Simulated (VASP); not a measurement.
# Hf (P6_3/mmc) in VASP: notebook, part 2 of 2

VASP 6.6.1. The steps go on from the part before.

### Step 4. Relaxation of cell and atoms, PBEsol, target pressure 30 GPa, at which the enthalpy is minimised

The input, INCAR:

```
  PREC = Accurate
  ENCUT = 600
  EDIFF = 1E-6
  ISMEAR = -1
  SIGMA = 0.05
  LREAL = False
  LASPH = True
  NELM = 60
  ALGO = Normal
  ISIF = 3
  LWAVE = False
  LCHARG = False
  GGA = PS
  IBRION = 2
  NSW = 60
  EDIFFG = -0.01
  PSTRESS = 300.0
```

The input, KPOINTS:

```
regular mesh
0
Gamma
  10 10 5
```

The input, POSCAR:

```
Hf
1.0
    3.1967000000      0.0000000000      0.0000000000
   -1.5983500000      2.7684234083      0.0000000000
    0.0000000000      0.0000000000      5.0578000000
Hf
2
Direct
    0.6666666667      0.3333333333      0.7500000000
    0.3333333333      0.6666666667      0.2500000000
```

Potentials or basis: VASP PAW PBE potentials, release 64 (Hf_pv).

Launch:

```bash
cat potpaw_PBE.64/Hf_pv/POTCAR > POTCAR
mpirun -np 1 vasp_std > vasp.out
```

OUTCAR:

```text
PREC = Accurate
   ENCUT = 600
   EDIFF = 1E-6
   ISMEAR = -1
   LREAL = False
   LASPH = True
   NELM = 60
   ISIF = 3
   GGA = PS
   IBRION = 2
   NSW = 60
   EDIFFG = -0.01
   PSTRESS = 300.0

 ion  position               nearest neighbor table
   1  0.667  0.333  0.750-   2 3.13   2 3.13   2 3.13   2 3.13   2 3.13   2 3.13
   2  0.333  0.667  0.250-   1 3.13   1 3.13   1 3.13   1 3.13   1 3.13   1 3.13

  LATTYP: Found a hexagonal cell.
 ALAT       =     3.1967000000
 C/A-ratio  =     1.5821941377

  Lattice vectors:

 A1 = (   3.1967000000,   0.0000000000,   0.0000000000)
 A2 = (  -1.5983500000,   2.7684234083,   0.0000000000)
 A3 = (   0.0000000000,   0.0000000000,   5.0578000000)

Analysis of symmetry for initial positions (statically):
=====================================================================
 Subroutine PRICEL returns:
 Original cell was already a primitive cell.

 Routine SETGRP: Setting up the symmetry group for a
 hexagonal supercell.

 Subroutine GETGRP returns: Found 24 space group operations
 (whereof 12 operations were pure point group operations)
 out of a pool of 24 trial point group operations.

The static configuration has the point symmetry D_3d.
 The point group associated with its full space group is D_6h.

Analysis of symmetry for dynamics (positions and initial velocities):
=====================================================================
 Subroutine PRICEL returns:
 Original cell was already a primitive cell.

 Routine SETGRP: Setting up the symmetry group for a
 hexagonal supercell.

 Subroutine GETGRP returns: Found 24 space group operations
 (whereof 12 operations were pure point group operations)
 out of a pool of 24 trial point group operations.

The dynamic configuration has the point symmetry D_3d.
 The point group associated with its full space group is D_6h.

 Subroutine INISYM returns: Found 24 space group operations
[... 138 lines left out ...]
 number of electron      20.0000001 magnetization

 Free energy of the ion-electron system (eV)
  ---------------------------------------------------
  ext. energy  EPLUGINS =         0.00000000
  ---------------------------------------------------
  free energy    TOTEN  =       -20.99013392 eV

  energy without entropy =      -20.97922577  energy(sigma->0) =      -20.98467985

------------------------ aborting loop because EDIFF is reached ----------------------------------------

  FORCE on cell =-STRESS in cart. coord.  units (eV):
  Direction    XX          YY          ZZ          XY          YZ          ZX
  --------------------------------------------------------------------------------------
  -------------------------------------------------------------------------------------
  Total       -1.1476484     -1.1476484     -1.2930896      0.0000000      0.0000000      0.0000000
  in kB      -41.0793334    -41.0793334    -46.2853072      0.0000000      0.0000000      0.0000000
  external PRESSURE =    -342.8146580 kB  Pullay stress =     300.0000000 kB
[... 25 lines left out ...]
--------------------------------------- Ionic step        2  -------------------------------------------

 number of electron      20.0000001 magnetization

 E-fermi :  11.8261     XC(G=0): -15.5567

 val. band max:       11.7839296811   @ k =   0.0000   0.0000   0.2000
 cond. band min:      11.8469031530   @ k =   0.4000   0.2000   0.4000
 fundamental gap:      0.0629734719
 Fermi energy:        11.8260933604

 k-point     1 :       0.0000    0.0000    0.0000
  band No.  band energies     occupation
      1     -22.7572      2.00000
      2     -16.4675      2.00000
      3     -16.4675      2.00000
      4     -15.4040      2.00000
      5     -15.4040      2.00000
      6     -15.0255      2.00000
      7       3.8967      2.00000
      8       4.6759      2.00000
      9      12.1849      0.00153
     10      12.1849      0.00153
     11      13.1311      0.00000
     12      14.4093      0.00000
     13      14.4093      0.00000
     14      19.8907      0.00000
[... 462 lines left out ...]
  energy  without entropy=      -20.6583156882  energy(sigma->0) =      -20.66249795

  enthalpy is  TOTEN    =       -13.7002815143 eV   P V=        6.9663986889

[... ionic steps 4 to 7 ...]

--------------------------------------- Ionic step        8  -------------------------------------------

 number of electron      19.9999999 magnetization

------------------------ aborting loop because EDIFF is reached ----------------------------------------
[... 71 lines left out ...]
--------------------------------------- Ionic step       10  -------------------------------------------

 number of electron      19.9999999 magnetization

 Free energy of the ion-electron system (eV)
  ---------------------------------------------------
  ext. energy  EPLUGINS =         0.00000000
  ---------------------------------------------------
  free energy    TOTEN  =       -20.40960492 eV

  energy without entropy =      -20.39922402  energy(sigma->0) =      -20.40441447

 E-fermi :   6.4607     XC(G=0): -12.4848

 val. band max:        6.4401340974   @ k =   0.3000   0.3000   0.4000
 cond. band min:       6.4892321589   @ k =   0.1000   0.0000   0.4000
 fundamental gap:      0.0490980615
 Fermi energy:         6.4606609352

 k-point     1 :       0.0000    0.0000    0.0000
  band No.  band energies     occupation
      1     -24.6207      2.00000
      2     -23.0896      2.00000
      3     -23.0896      2.00000
      4     -22.8477      2.00000
      5     -22.8477      2.00000
      6     -22.8454      2.00000
      7      -1.6414      2.00000
      8       1.9396      2.00000
      9       7.6470      0.00000
     10       7.6470      0.00000
     11       7.8652      0.00000
     12       8.1255      0.00000
     13       8.7186      0.00000
     14       8.7186      0.00000
[... 424 lines left out ...]
  energy  without entropy=      -20.3992240181  energy(sigma->0) =      -20.40441447

  enthalpy is  TOTEN    =       -13.7458582552 eV   P V=        6.6637466685

 reached required accuracy - stopping structural energy minimisation
```

OSZICAR:

```text
N       E                     dE             d eps       ncg     rms          rms(c)
DAV:   1     0.486147901067E+02    0.48615E+02   -0.12528E+04  1176   0.151E+03
DAV:   2    -0.197626071086E+02   -0.68377E+02   -0.67279E+02  1470   0.285E+02
DAV:   3    -0.217652508736E+02   -0.20026E+01   -0.19792E+01  1566   0.315E+01
[... 86 lines left out ...]
DAV:   2    -0.204114314361E+02    0.48923E-02   -0.10740E-02  1200   0.900E-01    0.323E-01
DAV:   3    -0.204098089701E+02    0.16225E-02   -0.27535E-03  1212   0.436E-01    0.133E-01
DAV:   4    -0.204096276729E+02    0.18130E-03   -0.37587E-04  1324   0.162E-01    0.119E-01
DAV:   5    -0.204096053545E+02    0.22318E-04   -0.45189E-05  1416   0.451E-02    0.218E-02
DAV:   6    -0.204096049237E+02    0.43076E-06   -0.22256E-06  1182   0.114E-02
  10 F= -.13745858E+02 E0= -.13740668E+02  d E =-.516518E-03
```

Run time: 3.4 min. Hardware: 1 thread of Intel Xeon Platinum 8488C (Sapphire Rapids), shared host; peak memory 0.21 GiB.

What came out:

```yaml
Free_energy: -20.4096 eV
Relaxed_volume: 17.79 Å³/atom
Relaxed_cell: a = 2.951 Å, b = 2.951 Å, c = 4.720 Å, α = 90.00°, β = 90.00°, γ = 120.00°
Space_group_after_relaxing_to_0.05_Å: P6_3/mmc (No. 194)
Energy_change_on_relaxing_the_enthalpy_is_what_falls: +290.3 meV/atom
Ionic_steps: 10
Pressure_after_relaxing: 30.0 GPa
Band_gap_on_the_k_mesh: zero (band 10 reaches 7.65 eV, above the bottom of band 11 at 6.09 eV)
```

The path:
```csv
step,energy change (eV),largest force (eV/Å),pressure (GPa),volume (Å³)
1,0.0000,0.0000,-4.28,44.76
2,12.3591,0.0000,311.83,20.35
3,0.3235,0.0000,21.45,37.20
4,0.4829,0.0000,27.01,36.15
5,0.5764,0.0000,30.01,35.62
6,0.5453,0.0000,29.02,35.79
7,0.5488,0.0000,29.02,35.76
8,0.5495,0.0000,29.03,35.76
9,0.6434,0.0000,31.93,35.26
10,0.5805,0.0000,30.00,35.59
```

Final structure:
```
Hf
1.0
     2.95059    0.00000    0.00000
    -1.47529    2.55528    0.00000
     0.00000    0.00000    4.72020
Hf
2
Direct
  0.66667 0.33333 0.75000
  0.33333 0.66667 0.25000
```

Caveat: the cell is relaxed towards a set pressure, so the enthalpy falls and the energy may rise; the volume moved by over 15 % at a fixed basis, so the end points are rough; the PAW data sets were made with another functional, which shifts forces and pressure a little; spin-orbit coupling is left out, which moves the levels of the heavy elements.

### Step 5. The runs side by side

```tsv
cell	gap on the mesh (eV)	pressure (GPa)
relaxed to 10 GPa	none	10.0
relaxed to 20 GPa	none	20.0
relaxed to 30 GPa	none	30.0
```

Alike in all rows: task relaxation of cell and atoms; level PBEsol; potentials or basis VASP PAW PBE potentials, release 64 (Hf_pv); no spin polarisation; k mesh 10 × 10 × 5; cutoff (eV) 600; smearing fermi-dirac 0.05 eV.

Caveats: the cell is relaxed towards a set pressure, so the enthalpy falls and the energy may rise; the PAW data sets were made with another functional, which shifts forces and pressure a little; spin-orbit coupling is left out, which moves the levels of the heavy elements; the volume moved by over 15 % at a fixed basis, so the end points are rough (some runs).

Absolute energies hang on the potentials; compare differences alone.
